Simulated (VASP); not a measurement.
# CdHg (P4/nmm) in VASP: single point with PBE

Aim: the single point of CdHg with PBE.

All numbers are computed with VASP 6.6.1; they aren't measurements. Logs are shortened: lines on timing, memory, paths and dates and some standing lists are left out, and cuts for length are marked.

### Step 1. The cell of the first run

The structure is tetragonal, space group P4/nmm (No. 129). Conventional cell: a = 3.116 Å, b = 3.116 Å, c = 9.608 Å, α = 90.00°, β = 90.00°, γ = 90.00°. Within 4.0 Å of Hg (site symmetry 4mm) lie 8 Hg at 3.03 to 3.12 Å and 4 Cd at 3.35 Å. Cd (site symmetry 4mm) has 8 Cd at 3.12 to 3.33 Å and 4 Hg at 3.35 Å within 4.1 Å.

### Step 2. Single point, PBE

The input, POSCAR:

```
CdHg
1.0
    3.1162660000      0.0000000000      0.0000000000
    0.0000000000      3.1162660000      0.0000000000
    0.0000000000      0.0000000000      9.6084860000
Hg Cd
2 2
Direct
    0.0000000000      0.5000000000      0.6080000000
    0.5000000000      0.0000000000      0.3920000000
    0.0000000000      0.5000000000      0.1300000000
    0.5000000000      0.0000000000      0.8700000000
```

The input, INCAR.step1:

```
PREC = Accurate
ENCUT = 400
EDIFF = 1E-6
ISMEAR = -1
SIGMA = 0.1
LREAL = F
LASPH = T
NELM = 120
ALGO = Normal
ISIF = 2
LWAVE = F
LCHARG = T
GGA = PE
NBANDS = 32
GGA_COMPAT = F
NEDOS = 2001
LORBIT = 11
```

The input, KPOINTS.step1:

```
Automatic mesh
0
Gamma
  11 11 4
```

The input, INCAR.step2:

```
PREC = Accurate
ENCUT = 400
EDIFF = 1E-6
ISMEAR = -5
SIGMA = 0.1
LREAL = F
LASPH = T
NELM = 120
ALGO = Normal
ISIF = 2
LWAVE = F
LCHARG = F
GGA = PE
LORBIT = 11
NEDOS = 2001
ICHARG = 11
GGA_COMPAT = F
```

The input, KPOINTS.step2:

```
Automatic mesh
0
Gamma
  17 17 6
```

Potentials or basis: VASP PAW PBE potentials, release 64 (Hg, Cd).

Run with:

```sh
cat potpaw_PBE.64/Hg/POTCAR potpaw_PBE.64/Cd/POTCAR > POTCAR
cp INCAR.step1 INCAR
cp KPOINTS.step1 KPOINTS
mpirun -np 1 vasp_std > vasp.out
cp INCAR.step2 INCAR
cp KPOINTS.step2 KPOINTS
mpirun -np 1 vasp_std > vasp.out
```

OUTCAR:

```text
PREC = Accurate
   ENCUT = 400
   EDIFF = 1E-6
   ISMEAR = -5
   LREAL = F
   LASPH = T
   NELM = 120
   ISIF = 2
   GGA = PE
   LORBIT = 11
   ICHARG = 11

 ion  position               nearest neighbor table
   1  0.000  0.500  0.608-   2 3.03   2 3.03   2 3.03   2 3.03   4 3.35   4 3.35   4 3.35   4 3.35

   2  0.500  0.000  0.392-   1 3.03   1 3.03   1 3.03   1 3.03   3 3.35   3 3.35   3 3.35   3 3.35

   3  0.000  0.500  0.130-   4 3.33   4 3.33   4 3.33   4 3.33   2 3.35   2 3.35   2 3.35   2 3.35

   4  0.500  0.000  0.870-   3 3.33   3 3.33   3 3.33   3 3.33   1 3.35   1 3.35   1 3.35   1 3.35

  LATTYP: Found a simple tetragonal cell.
 ALAT       =     3.1162660000
 C/A-ratio  =     3.0833330659

  Lattice vectors:

 A1 = (   3.1162660000,   0.0000000000,   0.0000000000)
 A2 = (   0.0000000000,   3.1162660000,   0.0000000000)
 A3 = (   0.0000000000,   0.0000000000,   9.6084860000)

Analysis of symmetry for initial positions (statically):
=====================================================================
 Subroutine PRICEL returns:
 Original cell was already a primitive cell.

 Routine SETGRP: Setting up the symmetry group for a
 simple tetragonal supercell.

 Subroutine GETGRP returns: Found 16 space group operations
 (whereof  8 operations were pure point group operations)
 out of a pool of 16 trial point group operations.

The static configuration has the point symmetry D_2d.
 The point group associated with its full space group is D_4h.

Analysis of symmetry for dynamics (positions and initial velocities):
=====================================================================
 Subroutine PRICEL returns:
 Original cell was already a primitive cell.

 Routine SETGRP: Setting up the symmetry group for a
 simple tetragonal supercell.

 Subroutine GETGRP returns: Found 16 space group operations
 (whereof  8 operations were pure point group operations)
 out of a pool of 16 trial point group operations.

The dynamic configuration has the point symmetry D_2d.
 The point group associated with its full space group is D_4h.

 Subroutine INISYM returns: Found 16 space group operations
 (whereof  8 operations are pure point group operations),
 and found     1 'primitive' translations

----------------------------------------------------------------------------------------

                                     Primitive cell

  volume of cell :      93.3091

  direct lattice vectors                    reciprocal lattice vectors
     3.116266000  0.000000000  0.000000000     0.320896868  0.000000000  0.000000000
     0.000000000  3.116266000  0.000000000     0.000000000  0.320896868  0.000000000
     0.000000000  0.000000000  9.608486000     0.000000000  0.000000000  0.104074669

  length of vectors
     3.116266000  3.116266000  9.608486000     0.320896868  0.320896868  0.104074669

  position of ions in fractional coordinates (direct lattice)
     0.000000000  0.500000000  0.608000000
     0.500000000  0.000000000  0.392000000
     0.000000000  0.500000000  0.130000000
     0.500000000  0.000000000  0.870000000

  ion indices of the primitive-cell ions
   primitive index   ion index
                 1           1
                 2           2
                 3           3
                 4           4

----------------------------------------------------------------------------------------

 KPOINTS: Automatic mesh

Automatic generation of k-mesh.
 Grid dimensions read from file:
 generate k-points for:   17   17    6

 Generating k-lattice:

  Cartesian coordinates                     Fractional coordinates (reciprocal lattice)
     0.018876286  0.000000000  0.000000000     0.058823529  0.000000000  0.000000000
     0.000000000  0.018876286  0.000000000     0.000000000  0.058823529  0.000000000
     0.000000000  0.000000000  0.017345778     0.000000000  0.000000000  0.166666667

  Length of vectors
     0.018876286  0.018876286  0.017345778

  Shift w.r.t. Gamma in fractional coordinates (k-lattice)
     0.000000000  0.000000000  0.000000000

 TETIRR: Found   2595 inequivalent tetrahedra from    10404

 Subroutine IBZKPT returns following result:
 ===========================================

 Found    180 irreducible k-points:

 Following reciprocal coordinates:
            Coordinates               Weight
  0.000000  0.000000  0.000000      1.000000
  0.058824  0.000000  0.000000      4.000000
  0.117647  0.000000  0.000000      4.000000
  0.176471  0.000000  0.000000      4.000000
  0.235294  0.000000  0.000000      4.000000
  0.294118  0.000000  0.000000      4.000000
[... 16 lines left out ...]
  0.411765  0.117647  0.000000      8.000000
  0.470588  0.117647  0.000000      8.000000
 [... further k-points ...]
   k-points           NKPTS =    180   k-points in BZ     NKDIM =    180   number of bands    NBANDS=     28
   number of dos      NEDOS =   2001   number of ions     NIONS =      4
   total plane-waves  NPLWV =  25600
   dimension x,y,z NGX =    20 NGY =   20 NGZ =   64
   dimension x,y,z NGXF=    40 NGYF=   40 NGZF=  128
   ions per type =               2   2
   NGX,Y,Z   is equivalent  to a cutoff of  10.67, 10.67, 11.07 a.u.
   NGXF,Y,Z  is equivalent  to a cutoff of  21.34, 21.34, 22.15 a.u.
 SYSTEM =  unknown system
   PREC   = accura    normal or accurate (medium, high low for compatibility)
   ISTART =      0    job   : 0-new  1-cont  2-samecut
   ICHARG =     11    charge: 1-file 2-atom 10-const
   ISPIN  =      1    spin polarized calculation?
   LNONCOLLINEAR =      F non collinear calculations
   LSORBIT =      F    spin-orbit coupling
   LASPH  =      T    aspherical Exc in radial PAW
   ENCUT  =  400.0 eV  29.40 Ry    5.42 a.u.   5.08  5.08 15.67*2*pi/ulx,y,z
   NELM   =    120;   NELMIN=  2; NELMDL=  0     # of ELM steps
   EDIFF  = 0.1E-05   stopping-criterion for ELM
   LREAL  =      F    real-space projection
   EDIFFG = 0.1E-04   stopping-criterion for IOM
   NSW    =      0    number of steps for IOM
   IBRION =     -1    ionic relax: 0-MD 1-quasi-New 2-CG
   NFREE  =      0    steps in history (QN), initial steepest desc. (CG)
   ISIF   =      2    stress and relaxation
   ISYM   =      2    0-nonsym 1-usesym 2-fastsym
   POTIM  = 0.5000    time-step for ionic-motion
   TEBEG  =    0.0;   TEEND  =   0.0 temperature during run
   PSTRESS=    0.0 pullay stress
   NELECT =      48.0000    total number of electrons
   NUPDOWN=      -1.0000    fix difference up-down
   EMIN   =  10.00;   EMAX   =-10.00  energy-range for DOS
   EFERMI =   0.00;   METHOD = LEGACY
   ISMEAR =    -5;   SIGMA  =   0.10  broadening in eV -4-tet -1-fermi 0-gaus
   EFERMI_NEDOS =   21; number of points for ismear=-14 and -15
   IALGO  =     38    algorithm
   IMIX   =      4    mixing-type and parameters
     AMIX     =   0.40;   BMIX     =  1.00
     AMIX_MAG =   1.60;   BMIX_MAG =  1.00
  volume/ion in A,a.u.               =      23.33       157.42
  Fermi-wavevector in a.u.,A,eV,Ry     =   1.311738  2.478826 23.410969  1.720658
  Thomas-Fermi vector in A             =   2.442179
   LORBIT       =     11    0 simple, 1 ext, 2 COOP (PROOUT), +10 PAW based schemes
   GGA     = PE    functional components
   LHFCALC =     F    Hartree Fock is set to
   AEXX    =    0.0000 exact exchange contribution
   IVDW    =     0    specifies the selected vdW correction
   LEPSILON=     F    determine dielectric tensor
   LRPA    =     F    only Hartree local field effects (RPA)
 non-spin polarized calculation
 Fermi weights with tetrahedron method with Bloechl corrections
  energy-cutoff  :      400.00
  volume of cell :       93.31
 maximum number of plane-waves:      1712

 number of electron      47.9999957 magnetization

 Free energy of the ion-electron system (eV)
  ---------------------------------------------------
  ext. energy  EPLUGINS =         0.00000000
  ---------------------------------------------------
  free energy    TOTEN  =        -1.43512903 eV

  energy without entropy =       -1.43512903  energy(sigma->0) =       -1.43512903

 E-fermi :   2.6783     XC(G=0): -10.7747

 val. band max:        2.8913388506   @ k =   0.4706   0.0588   0.5000
 cond. band min:       2.4999755085   @ k =   0.1176   0.0000   0.0000
 fundamental gap:     -0.3913633422
 Fermi energy:         2.6782573728

 k-point     1 :       0.0000    0.0000    0.0000
  band No.  band energies     occupation
      1      -6.6619      2.00000
      2      -6.6434      2.00000
      3      -6.4877      2.00000
      4      -6.4632      2.00000
      5      -6.1137      2.00000
      6      -5.9071      2.00000
[... 20 lines left out ...]
     27      10.2793      0.00000
     28      10.7736      0.00000

 k-point     2 :       0.0588    0.0000    0.0000
  band No.  band energies     occupation
      1      -6.6453      2.00000
      2      -6.5882      2.00000
      3      -6.4727      2.00000
      4      -6.4466      2.00000
      5      -6.0973      2.00000
      6      -5.9233      2.00000
[... 20 lines left out ...]
     27      10.3695      0.00000
     28      10.7267      0.00000

 k-point     3 :       0.1176    0.0000    0.0000
  band No.  band energies     occupation
      1      -6.6041      2.00000
      2      -6.4432      2.00000
      3      -6.4283      2.00000
      4      -6.3939      2.00000
      5      -6.0501      2.00000
      6      -5.9680      2.00000
[... 20 lines left out ...]
     27       9.8730      0.00000
     28      10.0857      0.00000

 k-point     4 :       0.1765    0.0000    0.0000
  band No.  band energies     occupation
      1      -6.5555      2.00000
      2      -6.3984      2.00000
      3      -6.3072      2.00000
      4      -6.2288      2.00000
      5      -6.0260      2.00000
      6      -6.0130      2.00000
[... 20 lines left out ...]
     27       8.3407      0.00000
     28       8.6741      0.00000

 k-point     5 :       0.2353    0.0000    0.0000
  band No.  band energies     occupation
      1      -6.5093      2.00000
      2      -6.3705      2.00000
      3      -6.2343      2.00000
      4      -6.0735      2.00000
      5      -6.0485      2.00000
      6      -6.0250      2.00000
[... 20 lines left out ...]
     27       6.8137      0.00000
     28       7.1725      0.00000

 k-point     6 :       0.2941    0.0000    0.0000
  band No.  band energies     occupation
      1      -6.4679      2.00000
      2      -6.3589      2.00000
      3      -6.2558      2.00000
      4      -6.1516      2.00000
      5      -5.9654      2.00000
      6      -5.8771      2.00000
[... 463 lines left out ...]
      5      -6.0104      2.00000
      6      -5.9425      2.00000
[... 20 lines left out ...]
     27       5.6009      0.00000
     28       5.9558      0.00000

 k-point    22 :       0.3529    0.1176    0.0000
  band No.  band energies     occupation
      1      -6.3385      2.00000
      2      -6.2809      2.00000
      3      -6.2720      2.00000
      4      -6.1777      2.00000
      5      -5.9877      2.00000
      6      -5.9709      2.00000
[... 20 lines left out ...]
     27       4.6854      0.00000
     28       5.0601      0.00000

 k-point    23 :       0.4118    0.1176    0.0000
  band No.  band energies     occupation
      1      -6.3553      2.00000
      2      -6.3293      2.00000
      3      -6.2618      2.00000
      4      -6.1942      2.00000
      5      -6.0016      2.00000
      6      -5.9994      2.00000
[... 20 lines left out ...]
     27       5.0980      0.00000
     28       5.9038      0.00000

 k-point    24 :       0.4706    0.1176    0.0000
  band No.  band energies     occupation
      1      -6.3705      2.00000
      2      -6.3624      2.00000
      3      -6.2353      2.00000
      4      -6.2117      2.00000
      5      -6.0163      2.00000
      6      -6.0138      2.00000
[... 20 lines left out ...]
     27       5.8341      0.00000
     28       6.6278      0.00000

 [... further k-points ...]
[... 5 lines left out ...]
  --------------------------------------------------------------------------------------
  -------------------------------------------------------------------------------------
  Total        2.1756459      2.1756459      1.2918653      0.0000000      0.0000000      0.0000000
  in kB       37.3572398     37.3572398     22.1821589      0.0000000      0.0000000      0.0000000
  external PRESSURE =      32.2988795 kB  Pullay stress =       0.0000000 kB

 VOLUME and BASIS-vectors are now :
 -----------------------------------------------------------------------------
  energy-cutoff  :      400.00
  volume of cell :       93.31
      direct lattice vectors                 reciprocal lattice vectors
     3.116266000  0.000000000  0.000000000     0.320896868  0.000000000  0.000000000
     0.000000000  3.116266000  0.000000000     0.000000000  0.320896868  0.000000000
     0.000000000  0.000000000  9.608486000     0.000000000  0.000000000  0.104074669

 POSITION                                       TOTAL-FORCE (eV/Angst)
 -----------------------------------------------------------------------------------
      0.00000      1.55813      5.84196         0.000000     -0.000000      1.002499
      1.55813      0.00000      3.76653        -0.000000     -0.000000     -1.002499
      0.00000      1.55813      1.24910         0.000000      0.000000     -0.064113
      1.55813      0.00000      8.35938        -0.000000     -0.000000      0.064113
 -----------------------------------------------------------------------------------
    total drift:                               -0.000000      0.000000      0.000000

  FREE ENERGIE OF THE ION-ELECTRON SYSTEM (eV)
  ---------------------------------------------------
  free  energy   TOTEN  =        -1.4351290263 eV

  energy  without entropy=       -1.4351290263  energy(sigma->0) =       -1.43512903

 total charge

# of ion       s       p       d       tot
------------------------------------------
    1        0.875   0.301   9.321  10.497
    2        0.875   0.301   9.321  10.497
    3        0.562   0.207   9.498  10.267
    4        0.562   0.207   9.498  10.267
--------------------------------------------------
tot          2.874   1.016  37.638  41.527
```

It took 5.8 min on 1 thread of Intel Xeon 8259CL, shared host; peak memory 0.38 GiB.

Results:

| Quantity | Value |
| --- | --- |
| Valence electrons inside the program's atomic spheres | Hg 10.50; Cd 10.27 |

Levels at points of the mesh, in eV from the Fermi level:
```tsv
k point	band 20	band 21	band 22	band 23	band 24	band 25	band 26	band 27	band 28
(0.00, 0.00, 0.00)	-6.29	-6.17	-6.17	-6.13	-1.08	-0.27	7.60	7.60	8.10
(0.00, 0.00, 0.50)	-6.17	-6.17	-6.13	-4.09	-3.99	3.37	3.69	8.07	8.07
```

Caveat: spin-orbit coupling is left out, which moves the levels of the heavy elements.
